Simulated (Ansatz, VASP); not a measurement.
# LiTlSe2: VASP beside Ansatz

File INCAR:

```
  ALGO = Normal
  EDIFF = 1E-6
  ENCUT = 750
  GGA = PE
  GGA_COMPAT = False
  ISIF = 2
  ISMEAR = 0
  LASPH = True
  LCHARG = False
  LREAL = False
  LWAVE = False
  NBANDS = 22
  NELM = 120
  PREC = Accurate
  SIGMA = 0.01
```

Contents of KPOINTS:

```
k-points
0
Gamma
  6 6 4
```

Contents of POSCAR:

```
LiTlSe2
1.0
    4.2296246207      0.0000000000      0.0000000000
    0.0000000000      4.2296246207      0.0000000000
    0.0000000000      0.0000000000      5.8904969880
Li Se Tl
1 2 1
Direct
    0.0000000000      0.0000000000      0.0000000000
    0.0000000000      0.5000000000      0.2268148555
    0.5000000000      0.0000000000      0.7731851445
    0.5000000000      0.5000000000      0.5000000000
```

Input for Ansatz:

```yaml
crystal:
  lattice:
    - [4.2296246207, 0.0, 0.0]
    - [0.0, 4.2296246207, 0.0]
    - [0.0, 0.0, 5.890496988]
  atoms:
    - { symbol: Li, position: [0.0, 0.0, 0.0] }
    - { symbol: Se, position: [0.0, 0.5, 0.2268148555] }
    - { symbol: Tl, position: [0.5, 0.5, 0.5] }
    - { symbol: Se, position: [0.5, 0.0, 0.7731851445] }
kpoints:
  mp_grid: { grid: [6, 6, 4] }
hamiltonian:
  xc: pbe
scf:
  occupations: { method: fixed }
  n_extra_bands: 5
output:
  forces: true
  stress: true
  eigenvalues: true
```

Alike in both runs: task single point; functional PBE; k mesh 6 × 6 × 4; no spin polarisation.

|  | VASP | Ansatz |
| --- | --- | --- |
| version | VASP 6.6.1 | Ansatz 0.2.0 |
| potentials or method | VASP PAW PBE potentials, release 64 (Li_sv, Se, Tl_d) | plane waves, PAW |
| plane-wave cutoff (eV) | 750 | 420 |
| occupations | gaussian, width 0.01 eV | fixed |
| valence electrons in the cell | 28 | 48 |

|  | VASP | Ansatz | Ansatz less VASP |
| --- | --- | --- | --- |
| gap on the k mesh at the Fermi level (eV) | 0.47 | 0.48 | +0.008 |
| pressure (GPa) | 2.6 | 2.5 | -0.02 |
| rms of the force components (eV/Å) | 0.107 | 0.104 | -0.0026 |

VASP's potentials hold 28 valence electrons a cell and Ansatz's 48, so a difference there can come from the potentials and not from the codes.

Spin-orbit coupling is off throughout.
